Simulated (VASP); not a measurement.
# W (Im-3m) in VASP: further runs

W is run at these levels: PBE; tasks: single point.

Everything below comes from runs of VASP 6.6.1. Logs are shortened: lines on timing, memory, paths and dates and some standing lists are left out, and cuts for length are marked.

## Step 1: The cell of the first run

Symmetry: Im-3m, No. 229, cubic system. Conventional cell: a = 3.165 Å, b = 3.165 Å, c = 3.165 Å, α = 90.00°, β = 90.00°, γ = 90.00°. W (site symmetry m-3m) has 14 W at 2.74 to 3.16 Å within 3.6 Å.

## Step 2: Single point, PBE

The input, INCAR:

```
PREC     = Accurate       # precision mode
ENCUT    = 520            # plane-wave cutoff, eV
EDIFF    = 1E-7           # SCF threshold, eV
ISMEAR   = -1             # smearing method
SIGMA    = 0.15           # smearing width, eV
LREAL    = False          # projectors in reciprocal space
LASPH    = True           # aspherical terms in the spheres
NELM     = 60             # most SCF steps
ALGO     = Normal         # electronic algorithm
ISIF     = 2              # what is computed and relaxed
LWAVE    = False          # write WAVECAR
LCHARG   = True           # write CHGCAR
GGA      = PE             # functional
LELF     = True           # ELF
LVHAR    = True         
NBANDS   = 13             # bands
```

The input, KPOINTS:

```
regular mesh
0
Gamma
  13 13 13
```

The input, POSCAR:

```
W
1.0
   -1.5823450000      1.5823450000      1.5823450000
    1.5823450000     -1.5823450000      1.5823450000
    1.5823450000      1.5823450000     -1.5823450000
W
1
Direct
    0.0000000000      0.0000000000      0.0000000000
```

Potentials or basis: VASP PAW PBE potentials, release 64 (W_sv).

Run with:

```bash
$ cat potpaw_PBE.64/W_sv/POTCAR > POTCAR
$ mpirun -np 1 vasp_std > vasp.out
```

OUTCAR:

```text
PREC = Accurate
   ENCUT = 520
   EDIFF = 1E-7
   ISMEAR = -1
   LREAL = False
   LASPH = True
   NELM = 60
   ISIF = 2
   GGA = PE

 ion  position               nearest neighbor table
   1  0.000  0.000  0.000-

  LATTYP: Found a body centered cubic cell.
 ALAT       =     3.1646900000

  Lattice vectors:

 A1 = (  -1.5823450000,   1.5823450000,   1.5823450000)
 A2 = (   1.5823450000,  -1.5823450000,   1.5823450000)
 A3 = (   1.5823450000,   1.5823450000,  -1.5823450000)

Analysis of symmetry for initial positions (statically):
=====================================================================
 Subroutine PRICEL returns:
 Original cell was already a primitive cell.

 Routine SETGRP: Setting up the symmetry group for a
 body centered cubic supercell.

 Subroutine GETGRP returns: Found 48 space group operations
 (whereof 48 operations were pure point group operations)
 out of a pool of 48 trial point group operations.

The static configuration has the point symmetry O_h .

Analysis of symmetry for dynamics (positions and initial velocities):
=====================================================================
 Subroutine PRICEL returns:
 Original cell was already a primitive cell.

 Routine SETGRP: Setting up the symmetry group for a
 body centered cubic supercell.

 Subroutine GETGRP returns: Found 48 space group operations
 (whereof 48 operations were pure point group operations)
 out of a pool of 48 trial point group operations.

The dynamic configuration has the point symmetry O_h .

 Subroutine INISYM returns: Found 48 space group operations
 (whereof 48 operations are pure point group operations),
 and found     1 'primitive' translations

----------------------------------------------------------------------------------------

                                     Primitive cell

  volume of cell :      15.8476

  direct lattice vectors                    reciprocal lattice vectors
    -1.582345000  1.582345000  1.582345000     0.000000000  0.315986716  0.315986716
     1.582345000 -1.582345000  1.582345000     0.315986716  0.000000000  0.315986716
     1.582345000  1.582345000 -1.582345000     0.315986716  0.315986716  0.000000000

  length of vectors
     2.740701935  2.740701935  2.740701935     0.446872699  0.446872699  0.446872699

  position of ions in fractional coordinates (direct lattice)
     0.000000000  0.000000000  0.000000000
[... 75 lines left out ...]
   NELM   =     60;   NELMIN=  2; NELMDL= -5     # of ELM steps
   EDIFF  = 0.1E-06   stopping-criterion for ELM
   LREAL  =      F    real-space projection
   EDIFFG = 0.1E-05   stopping-criterion for IOM
   NSW    =      0    number of steps for IOM
   IBRION =     -1    ionic relax: 0-MD 1-quasi-New 2-CG
   NFREE  =      0    steps in history (QN), initial steepest desc. (CG)
   ISIF   =      2    stress and relaxation
   ISYM   =      2    0-nonsym 1-usesym 2-fastsym
   POTIM  = 0.5000    time-step for ionic-motion
   TEBEG  =    0.0;   TEEND  =   0.0 temperature during run
   PSTRESS=    0.0 pullay stress
   NELECT =      14.0000    total number of electrons
   NUPDOWN=      -1.0000    fix difference up-down
   EMIN   =  10.00;   EMAX   =-10.00  energy-range for DOS
   EFERMI =   0.00;   METHOD = LEGACY
   ISMEAR =    -1;   SIGMA  =   0.15  broadening in eV -4-tet -1-fermi 0-gaus
   EFERMI_NEDOS =   21; number of points for ismear=-14 and -15
   IALGO  =     38    algorithm
   IMIX   =      4    mixing-type and parameters
     AMIX     =   0.40;   BMIX     =  1.00
     AMIX_MAG =   1.60;   BMIX_MAG =  1.00
  volume/ion in A,a.u.               =      15.85       106.94
  Fermi-wavevector in a.u.,A,eV,Ry     =   1.570832  2.968442 33.572544  2.467512
  Thomas-Fermi vector in A             =   2.672506
   LORBIT       =      0    0 simple, 1 ext, 2 COOP (PROOUT), +10 PAW based schemes
   GGA     = PE    functional components
   LHFCALC =     F    Hartree Fock is set to
   AEXX    =    0.0000 exact exchange contribution
   IVDW    =     0    specifies the selected vdW correction
   LEPSILON=     F    determine dielectric tensor
   LRPA    =     F    only Hartree local field effects (RPA)
 non-spin polarized calculation
  energy-cutoff  :      520.00
  volume of cell :       15.85
 maximum number of plane-waves:       438
   NGX = 11   NGY = 11   NGZ = 11

 number of electron      14.0000004 magnetization

 Free energy of the ion-electron system (eV)
  ---------------------------------------------------
  ext. energy  EPLUGINS =         0.00000000
  ---------------------------------------------------
  free energy    TOTEN  =       -12.97359472 eV

  energy without entropy =      -12.94586181  energy(sigma->0) =      -12.95972826

 E-fermi :  11.4484     XC(G=0): -13.6419

 val. band max:       11.3313011478   @ k =  -0.3077   0.3077   0.2308
 cond. band min:      11.5096108003   @ k =  -0.4615   0.4615   0.2308
 fundamental gap:      0.1783096525
 Fermi energy:        11.4483653706

 k-point     1 :       0.0000    0.0000    0.0000
  band No.  band energies     occupation
      1     -62.7331      2.00000
      2     -26.2948      2.00000
      3     -26.2948      2.00000
      4     -26.2948      2.00000
      5       1.8084      2.00000
      6      10.2190      1.99945
      7      10.2190      1.99945
      8      10.2190      1.99945
      9      13.7109      0.00000
     10      13.7109      0.00000
     11      25.9649      0.00000
     12      25.9649      0.00000
     13      25.9649      0.00000
[... 354 lines left out ...]
  band No.  band energies     occupation
      1     -62.6360      2.00000
      2     -27.2192      2.00000
      3     -26.5795      2.00000
      4     -26.3659      2.00000
      5       5.4115      2.00000
      6       8.3726      2.00000
      7       9.0444      2.00000
      8      13.4785      0.00000
      9      14.1210      0.00000
     10      15.4465      0.00000
     11      25.7991      0.00000
     12      26.1525      0.00000
     13      29.9687      0.00000

 [... further k-points ...]
[... 5 lines left out ...]
  --------------------------------------------------------------------------------------
  -------------------------------------------------------------------------------------
  Total        0.6036049      0.6036049      0.6036049      0.0000000     -0.0000000      0.0000000
  in kB       61.0238835     61.0238835     61.0238835      0.0000000     -0.0000000      0.0000000
  external PRESSURE =      61.0238835 kB  Pullay stress =       0.0000000 kB

 VOLUME and BASIS-vectors are now :
 -----------------------------------------------------------------------------
  energy-cutoff  :      520.00
  volume of cell :       15.85
      direct lattice vectors                 reciprocal lattice vectors
    -1.582345000  1.582345000  1.582345000     0.000000000  0.315986716  0.315986716
     1.582345000 -1.582345000  1.582345000     0.315986716  0.000000000  0.315986716
     1.582345000  1.582345000 -1.582345000     0.315986716  0.315986716  0.000000000

 POSITION                                       TOTAL-FORCE (eV/Angst)
 -----------------------------------------------------------------------------------
      0.00000      0.00000      0.00000         0.000000      0.000000     -0.000000
 -----------------------------------------------------------------------------------
    total drift:                                0.000000     -0.000000     -0.000000

  FREE ENERGIE OF THE ION-ELECTRON SYSTEM (eV)
  ---------------------------------------------------
  free  energy   TOTEN  =       -12.9735947168 eV

  energy  without entropy=      -12.9458618124  energy(sigma->0) =      -12.95972826
```

stdout:

```text
POSCAR found type information on POSCAR W
 POSCAR found :  1 types and       1 ions
 scaLAPACK will be used
 LDA part: xc-table for (Slater+PW92), standard interpolation
 POSCAR, INCAR and KPOINTS ok, starting setup
 FFT: planning ... GRIDC
 FFT: planning ... GRID_SOFT
 FFT: planning ... GRID
 WAVECAR not read
 entering main loop
```

Wall time 8.8 s (1 thread of AMD EPYC 9R14 (Zen 4), shared host); peak memory 0.1 GiB.

Results:

```
Free energy            : -12.9736 eV
Pressure               : 6.1 GPa
Band gap on the k mesh : zero (band 7 reaches 15.96 eV, above the bottom of band 8 at 10.22 eV)
```

Levels at points of the mesh, in eV from the Fermi level:
| k point | band 5 | band 6 | band 7 | band 8 | band 9 | band 10 |
| --- | --- | --- | --- | --- | --- | --- |
| (0.00, 0.00, 0.00) | -9.64 | -1.23 | -1.23 | -1.23 | 2.26 | 2.26 |

Caveat: spin-orbit coupling is left out, which moves the levels of the heavy elements.

[end of part 1 of 2]
